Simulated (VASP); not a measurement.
# MnO (Fm-3m) in VASP: single point with PBE

Aim: the single point of MnO with PBE.

Everything below comes from runs of VASP 6.6.1. Logs are shortened: lines on timing, memory, paths and dates and some standing lists are left out, and cuts for length are marked.

### Step 1. The cell of the first run

Symmetry: Fm-3m, No. 225, cubic system. Conventional cell: a = 4.445 Å, b = 4.445 Å, c = 4.445 Å, α = 90.00°, β = 90.00°, γ = 90.00°. Within 2.9 Å of Mn (site symmetry m-3m) lie 6 O at 2.22 Å. Within 2.9 Å of O (site symmetry m-3m) lie 6 Mn at 2.22 Å.

### Step 2. Single point, PBE, collinear spin, ferromagnetic start

Input file INCAR:

```
SYSTEM = MnO
  ALGO = Normal
  EDIFF = 1E-6
  ENCUT = 600
  GGA = PE
  GGA_COMPAT = .FALSE.
  ISIF = 2
  ISMEAR = -1
  ISPIN = 2
  LASPH = .TRUE.
  LCHARG = .FALSE.
  LMAXMIX = 4
  LORBIT = 11
  LREAL = .FALSE.
  LWAVE = .FALSE.
  MAGMOM = 5 0
  NBANDS = 20
  NELM = 200
  PREC = Accurate
  SIGMA = 0.05
```

Input file KPOINTS:

```
k-points
0
G
  4 4 4
  0 0 0
```

Input file POSCAR:

```
MnO
1.0
    0.0000000000      2.2225000000      2.2225000000
    2.2225000000      0.0000000000      2.2225000000
    2.2225000000      2.2225000000      0.0000000000
Mn O
1 1
Direct
    0.0000000000      0.0000000000      0.0000000000
    0.5000000000      0.5000000000      0.5000000000
```

Potentials or basis: VASP PAW PBE potentials, release 64 (Mn_pv, O).

Run with:

```bash
> cat potpaw_PBE.64/Mn_pv/POTCAR potpaw_PBE.64/O/POTCAR > POTCAR
> mpirun -np 1 vasp_std > vasp.out
```

OUTCAR:

```text
SYSTEM = MnO
   EDIFF = 1E-6
   ENCUT = 600
   GGA = PE
   ISIF = 2
   ISMEAR = -1
   ISPIN = 2
   LASPH = .TRUE.
   LORBIT = 11
   LREAL = .FALSE.
   NELM = 200
   PREC = Accurate

 ion  position               nearest neighbor table
   1  0.000  0.000  0.000-   2 2.22   2 2.22   2 2.22   2 2.22   2 2.22   2 2.22
   2  0.500  0.500  0.500-   1 2.22   1 2.22   1 2.22   1 2.22   1 2.22   1 2.22

  LATTYP: Found a face centered cubic cell.
 ALAT       =     4.4450000000

  Lattice vectors:

 A1 = (   0.0000000000,   2.2225000000,   2.2225000000)
 A2 = (   2.2225000000,   0.0000000000,   2.2225000000)
 A3 = (   2.2225000000,   2.2225000000,   0.0000000000)

Analysis of symmetry for initial positions (statically):
=====================================================================
 Subroutine PRICEL returns:
 Original cell was already a primitive cell.

 Routine SETGRP: Setting up the symmetry group for a
 face centered cubic supercell.

 Subroutine GETGRP returns: Found 48 space group operations
 (whereof 48 operations were pure point group operations)
 out of a pool of 48 trial point group operations.

The static configuration has the point symmetry O_h .

Analysis of symmetry for dynamics (positions and initial velocities):
=====================================================================
 Subroutine PRICEL returns:
 Original cell was already a primitive cell.

 Routine SETGRP: Setting up the symmetry group for a
 face centered cubic supercell.

 Subroutine GETGRP returns: Found 48 space group operations
 (whereof 48 operations were pure point group operations)
 out of a pool of 48 trial point group operations.

The dynamic configuration has the point symmetry O_h .

Analysis of structural, dynamic, and magnetic symmetry:
=====================================================================
 Subroutine PRICEL returns:
 Original cell was already a primitive cell.

 Routine SETGRP: Setting up the symmetry group for a
 face centered cubic supercell.

 Subroutine GETGRP returns: Found 48 space group operations
 (whereof 48 operations were pure point group operations)
 out of a pool of 48 trial point group operations.

The overall configuration has the point symmetry O_h .

 Subroutine INISYM returns: Found 48 space group operations
 (whereof 48 operations are pure point group operations),
 and found     1 'primitive' translations

[... 98 lines left out ...]
  volume/ion in A,a.u.               =      10.98        74.08
  Fermi-wavevector in a.u.,A,eV,Ry     =   1.560059  2.948083 33.113628  2.433783
  Thomas-Fermi vector in A             =   2.663326
   LORBIT       =     11    0 simple, 1 ext, 2 COOP (PROOUT), +10 PAW based schemes
   GGA     = PE    functional components
   LHFCALC =     F    Hartree Fock is set to
   AEXX    =    0.0000 exact exchange contribution
   IVDW    =     0    specifies the selected vdW correction
   LEPSILON=     F    determine dielectric tensor
   LRPA    =     F    only Hartree local field effects (RPA)
 spin polarized calculation
  energy-cutoff  :      600.00
  volume of cell :       21.96
 maximum number of plane-waves:       754
 NGX is ok and might be reduce to    28
   NGX = 13   NGY = 13   NGZ = 13

 number of electron      18.9999998 magnetization       4.7189217

 Free energy of the ion-electron system (eV)
  ---------------------------------------------------
  ext. energy  EPLUGINS =         0.00000000
  ---------------------------------------------------
  free energy    TOTEN  =       -16.43163514 eV

  energy without entropy =      -16.42122941  energy(sigma->0) =      -16.42643228

 E-fermi :   7.6989     XC(G=0): -11.8726

 val. band max:        7.6754029437   @ k =  -0.2500   0.2500   0.0000
 cond. band min:       7.7348401227   @ k =   0.5000   0.0000   0.0000
 fundamental gap:      0.0594371789
 Fermi energy:         7.6988750675

 spin component 1

 k-point     1 :       0.0000    0.0000    0.0000
  band No.  band energies     occupation
      1     -42.8336      1.00000
      2     -42.8336      1.00000
      3     -42.8336      1.00000
      4     -12.7495      1.00000
      5       3.7725      1.00000
      6       3.7725      1.00000
[... 160 lines left out ...]
      6       1.1097      1.00000
[... 12 lines left out ...]
     19      33.9233      0.00000
     20      34.1539      0.00000
 Fermi energy:         7.6988750675

 spin component 2

 k-point     1 :       0.0000    0.0000    0.0000
  band No.  band energies     occupation
      1     -38.2143      1.00000
      2     -38.2143      1.00000
      3     -38.2143      1.00000
      4     -12.3209      1.00000
      5       4.1458      1.00000
      6       4.1458      1.00000
[... 173 lines left out ...]
     19      35.1450      0.00000
     20      35.3801      0.00000

------------------------ aborting loop because EDIFF is reached ----------------------------------------

  FORCE on cell =-STRESS in cart. coord.  units (eV):
  Direction    XX          YY          ZZ          XY          YZ          ZX
  --------------------------------------------------------------------------------------
  -------------------------------------------------------------------------------------
  Total       -0.1785196     -0.1785196     -0.1785196      0.0000000      0.0000000      0.0000000
  in kB      -13.0268995    -13.0268995    -13.0268995      0.0000000      0.0000000      0.0000000
  external PRESSURE =     -13.0268995 kB  Pullay stress =       0.0000000 kB

 VOLUME and BASIS-vectors are now :
 -----------------------------------------------------------------------------
  energy-cutoff  :      600.00
  volume of cell :       21.96
      direct lattice vectors                 reciprocal lattice vectors
     0.000000000  2.222500000  2.222500000    -0.224971879  0.224971879  0.224971879
     2.222500000  0.000000000  2.222500000     0.224971879 -0.224971879  0.224971879
     2.222500000  2.222500000  0.000000000     0.224971879  0.224971879 -0.224971879

 POSITION                                       TOTAL-FORCE (eV/Angst)
 -----------------------------------------------------------------------------------
      0.00000      0.00000      0.00000         0.000000      0.000000      0.000000
      2.22250      2.22250      2.22250        -0.000000     -0.000000     -0.000000
 -----------------------------------------------------------------------------------
    total drift:                                0.000000      0.000000      0.000000

  FREE ENERGIE OF THE ION-ELECTRON SYSTEM (eV)
  ---------------------------------------------------
  free  energy   TOTEN  =       -16.4316351363 eV

  energy  without entropy=      -16.4212294138  energy(sigma->0) =      -16.42643228

 total charge

# of ion       s       p       d       tot
------------------------------------------
    1        0.204   6.175   4.976  11.355
    2        1.559   3.412   0.000   4.971
--------------------------------------------------
tot          1.764   9.586   4.976  16.326

 magnetization (x)

# of ion       s       p       d       tot
------------------------------------------
    1        0.037   0.025   4.229   4.291
    2        0.032   0.163   0.000   0.195
--------------------------------------------------
tot          0.069   0.188   4.229   4.486
```

OSZICAR:

```text
N       E                     dE             d eps       ncg     rms          rms(c)
DAV:   1     0.179031790782E+03    0.17903E+03   -0.11965E+04   640   0.128E+03
DAV:   2    -0.941101264217E+01   -0.18844E+03   -0.17419E+03   648   0.339E+02
DAV:   3    -0.187029392586E+02   -0.92919E+01   -0.92161E+01   728   0.815E+01
DAV:   4    -0.187712344237E+02   -0.68295E-01   -0.68277E-01   728   0.718E+00
DAV:   5    -0.187718550713E+02   -0.62065E-03   -0.62063E-03   716   0.668E-01    0.142E+01
DAV:   6    -0.166254711492E+02    0.21464E+01   -0.85055E+00   840   0.316E+01    0.112E+01
DAV:   7    -0.164435806595E+02    0.18189E+00   -0.11018E+00   752   0.138E+01    0.722E+00
DAV:   8    -0.164367576716E+02    0.68230E-02   -0.10830E-01   700   0.256E+00    0.421E+00
DAV:   9    -0.164296198033E+02    0.71379E-02   -0.24499E-02   692   0.168E+00    0.115E+00
DAV:  10    -0.164314294478E+02   -0.18096E-02   -0.70689E-03   648   0.938E-01    0.155E-01
DAV:  11    -0.164316004046E+02   -0.17096E-03   -0.31642E-04   732   0.151E-01    0.543E-02
DAV:  12    -0.164316281517E+02   -0.27747E-04   -0.20226E-05   692   0.351E-02    0.256E-02
DAV:  13    -0.164316341736E+02   -0.60219E-05   -0.41005E-06   704   0.188E-02    0.114E-02
DAV:  14    -0.164316351363E+02   -0.96261E-06   -0.41968E-07   452   0.644E-03
   1 F= -.16431635E+02 E0= -.16426432E+02  d E =-.104057E-01  mag=     4.7185
```

Wall time 31 s (1 thread of Intel Xeon 8259CL, shared host); peak memory 0.17 GiB.

What came out:

```
Free energy                                           : -16.4316 eV
Pressure                                              : -1.3 GPa
Net moment                                            : 4.72 μB per cell
Site moments                                          : Mn +4.29; O +0.20 μB
Valence electrons inside the program's atomic spheres : Mn 11.36; O 4.97
```

Caveat: the k points lie up to 0.61 Å⁻¹ apart; a cell with one magnetic atom can't hold antiferromagnetic order, which such compounds often take; semilocal functionals often make such compounds metallic where correlation or magnetic order opens a gap, which also shifts bond lengths. With open d or f shells a metallic result of PBE can be an artefact of self-interaction; +U or a hybrid may open a gap.
